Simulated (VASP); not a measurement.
# HfC (Fm-3m) in VASP: further runs, part 3 of 3

VASP 6.6.1. The steps go on from the part before.

## Step 5: Electric field gradients, PBEsol (12.32 Å³/atom)

This run uses another cell than the first one, of 12.32 Å³/atom.

The input, INCAR:

```
SYSTEM = HfC
  PREC = Accurate
  ENCUT = 520
  EDIFF = 1E-8
  ISMEAR = -1
  SIGMA = 0.05
  LREAL = .False.
  LASPH = .True.
  NELM = 120
  ALGO = Normal
  ISIF = 2
  LWAVE = .False.
  LCHARG = .False.
  GGA = PS
  LEFG = .True.
  NBANDS = 14
  GGA_COMPAT = .False.
```

The input, KPOINTS:

```
regular mesh
0
Gamma
  15 15 15
  0 0 0
```

The input, POSCAR:

```
HfC
1.0
    0.0000000000      2.3093955030      2.3093955030
    2.3093955030      0.0000000000      2.3093955030
    2.3093955030      2.3093955030      0.0000000000
Hf C
1 1
Direct
    0.5000000000      0.5000000000      0.5000000000
    0.0000000000      0.0000000000      0.0000000000
```

Potentials or basis: VASP PAW PBE potentials, release 64 (Hf_pv, C).

Command:

```sh
> cat potpaw_PBE.64/Hf_pv/POTCAR potpaw_PBE.64/C/POTCAR > POTCAR
> mpirun -np 1 vasp_std > vasp.out
```

OUTCAR:

```text
SYSTEM = HfC
   PREC = Accurate
   ENCUT = 520
   EDIFF = 1E-8
   ISMEAR = -1
   LREAL = .False.
   LASPH = .True.
   NELM = 120
   ISIF = 2
   GGA = PS

 ion  position               nearest neighbor table
   1  0.500  0.500  0.500-   2 2.31   2 2.31   2 2.31   2 2.31   2 2.31   2 2.31
   2  0.000  0.000  0.000-   1 2.31   1 2.31   1 2.31   1 2.31   1 2.31   1 2.31

  LATTYP: Found a face centered cubic cell.
 ALAT       =     4.6187910060

  Lattice vectors:

 A1 = (   0.0000000000,   2.3093955030,   2.3093955030)
 A2 = (   2.3093955030,   0.0000000000,   2.3093955030)
 A3 = (   2.3093955030,   2.3093955030,   0.0000000000)

Analysis of symmetry for initial positions (statically):
=====================================================================
 Subroutine PRICEL returns:
 Original cell was already a primitive cell.

 Routine SETGRP: Setting up the symmetry group for a
 face centered cubic supercell.

 Subroutine GETGRP returns: Found 48 space group operations
 (whereof 48 operations were pure point group operations)
 out of a pool of 48 trial point group operations.

The static configuration has the point symmetry O_h .

Analysis of symmetry for dynamics (positions and initial velocities):
=====================================================================
 Subroutine PRICEL returns:
 Original cell was already a primitive cell.

 Routine SETGRP: Setting up the symmetry group for a
 face centered cubic supercell.

 Subroutine GETGRP returns: Found 48 space group operations
 (whereof 48 operations were pure point group operations)
 out of a pool of 48 trial point group operations.

[... 552 lines left out ...]
      6       5.2317      2.00000
      7       5.5159      1.99946
      8       6.6789      0.00000
      9       9.4827      0.00000
     10       9.7979      0.00000
     11      10.5807      0.00000
     12      12.3696      0.00000
     13      15.6492      0.00000
     14      19.5032      0.00000

 [... further k-points ...]

------------------------ aborting loop because EDIFF is reached ----------------------------------------

  FORCE on cell =-STRESS in cart. coord.  units (eV):
  Direction    XX          YY          ZZ          XY          YZ          ZX
  --------------------------------------------------------------------------------------
  -------------------------------------------------------------------------------------
  Total       -0.3447169     -0.3447169     -0.3447169      0.0000000     -0.0000000     -0.0000000
  in kB      -22.4206521    -22.4206521    -22.4206521      0.0000000     -0.0000000     -0.0000000
  external PRESSURE =     -22.4206521 kB  Pullay stress =       0.0000000 kB

 VOLUME and BASIS-vectors are now :
 -----------------------------------------------------------------------------
  energy-cutoff  :      520.00
  volume of cell :       24.63
      direct lattice vectors                 reciprocal lattice vectors
     0.000000000  2.309395503  2.309395503    -0.216506873  0.216506873  0.216506873
     2.309395503  0.000000000  2.309395503     0.216506873 -0.216506873  0.216506873
     2.309395503  2.309395503  0.000000000     0.216506873  0.216506873 -0.216506873

 POSITION                                       TOTAL-FORCE (eV/Angst)
 -----------------------------------------------------------------------------------
      2.30940      2.30940      2.30940        -0.000000     -0.000000     -0.000000
      0.00000      0.00000      0.00000         0.000000      0.000000      0.000000
 -----------------------------------------------------------------------------------
    total drift:                                0.000000     -0.000000      0.000000

  FREE ENERGIE OF THE ION-ELECTRON SYSTEM (eV)
  ---------------------------------------------------
  free  energy   TOTEN  =       -22.1947920505 eV

  energy  without entropy=      -22.1916791393  energy(sigma->0) =      -22.19323559

 Electric field gradients (V/A^2)
---------------------------------------------------------------------
 ion       V_xx      V_yy      V_zz      V_xy      V_xz      V_yz
---------------------------------------------------------------------
   1       0.000    -0.000    -0.000    -0.000    -0.000    -0.000
   2       0.000     0.000     0.000     0.000     0.000     0.000
---------------------------------------------------------------------

 Electric field gradients after diagonalization (V/A^2)
 (convention: |V_zz| > |V_xx| > |V_yy|)
----------------------------------------------------------------------
 ion       V_xx      V_yy      V_zz     asymmetry (V_yy - V_xx)/ V_zz
----------------------------------------------------------------------
   1       0.000     0.000    -0.000       0.000
   2      -0.000    -0.000     0.001       0.000
----------------------------------------------------------------------

           NMR quadrupolar parameters

 Cq : quadrupolar parameter    Cq=e*Q*V_zz/h
 eta: asymmetry parameters     (V_yy - V_xx)/ V_zz
 Q  : nuclear electric quadrupole moment in mb (millibarn)
----------------------------------------------------------------------
 ion       Cq(MHz)       eta       Q (mb)
----------------------------------------------------------------------
   1      -0.000       0.000       1.000
   2       0.000       0.000       1.000
----------------------------------------------------------------------
```

OSZICAR:

```text
N       E                     dE             d eps       ncg     rms          rms(c)
DAV:   1     0.219171494007E+02    0.21917E+02   -0.78098E+03  3360   0.989E+02
DAV:   2    -0.236056573127E+02   -0.45523E+02   -0.42995E+02  4320   0.202E+02
DAV:   3    -0.250754514135E+02   -0.14698E+01   -0.14657E+01  4082   0.264E+01
DAV:   4    -0.250816383682E+02   -0.61870E-02   -0.61866E-02  3924   0.210E+00
DAV:   5    -0.250816763479E+02   -0.37980E-04   -0.37980E-04  4100   0.149E-01    0.601E+01
DAV:   6    -0.222709279862E+02    0.28107E+01   -0.10576E+01  3762   0.172E+01    0.423E+01
DAV:   7    -0.222130325207E+02    0.57895E-01   -0.51317E-01  4242   0.496E+00    0.239E+01
DAV:   8    -0.221999793941E+02    0.13053E-01   -0.61504E-02  4140   0.191E+00    0.518E+00
DAV:   9    -0.221951288160E+02    0.48506E-02   -0.17920E-02  3708   0.776E-01    0.205E+00
DAV:  10    -0.221947994697E+02    0.32935E-03   -0.14036E-03  4350   0.273E-01    0.111E-01
DAV:  11    -0.221947924789E+02    0.69909E-05   -0.79728E-05  3798   0.770E-02    0.322E-02
DAV:  12    -0.221947921851E+02    0.29376E-06   -0.26204E-06  4332   0.130E-02    0.103E-02
DAV:  13    -0.221947920644E+02    0.12071E-06   -0.20129E-07  3792   0.295E-03    0.160E-03
DAV:  14    -0.221947920354E+02    0.29020E-07   -0.25280E-08  4314   0.120E-03    0.748E-04
DAV:  15    -0.221947920478E+02   -0.12408E-07   -0.30370E-09  2538   0.468E-04    0.110E-04
DAV:  16    -0.221947920505E+02   -0.27508E-08   -0.33922E-10  2100   0.159E-04
   1 F= -.22194792E+02 E0= -.22193236E+02  d E =-.311291E-02
```

Wall time 58 s (1 thread of Intel Xeon 8259CL, shared host); peak memory 0.17 GiB.

What came out:

```yaml
Free_energy: -22.1948 eV
Pressure: -2.2 GPa
Band_gap_on_the_k_mesh: zero (bands 7 and 8 overlap by 1.46 eV)
Largest_electric_field_gradient_by_atom: zero within the noise of the run
```

Levels at points of the mesh, in eV from the Fermi level:
```csv
k point,band 3,band 4,band 5,band 6,band 7,band 8,band 9,band 10,band 11,band 12
"(0.00, 0.00, 0.00)",-29.37,-12.36,1.07,1.07,1.07,1.39,1.39,1.39,3.46,3.46
```

Caveat: the PAW data sets were made with another functional, which shifts forces and pressure a little; spin-orbit coupling is left out, which moves the levels of the heavy elements.

## Step 6: The runs side by side

```tsv
cell	gap on the mesh (eV)	pressure (GPa)
a = 3.221 Å, angles 60.0°, 2 atoms	none	8.9
a = 3.244 Å, angles 60.0°, 2 atoms	none	3.0
a = 3.266 Å, angles 60.0°, 2 atoms	none	-2.2
```

Alike in all rows: task electric field gradients; level PBEsol; potentials or basis VASP PAW PBE potentials, release 64 (Hf_pv, C); no spin polarisation; k mesh 15 × 15 × 15; cutoff (eV) 520; smearing fermi-dirac 0.05 eV.

Caveats: the PAW data sets were made with another functional, which shifts forces and pressure a little; spin-orbit coupling is left out, which moves the levels of the heavy elements; the cell stands under pressure (at least some runs).

Absolute energies hang on the potentials; compare differences alone.
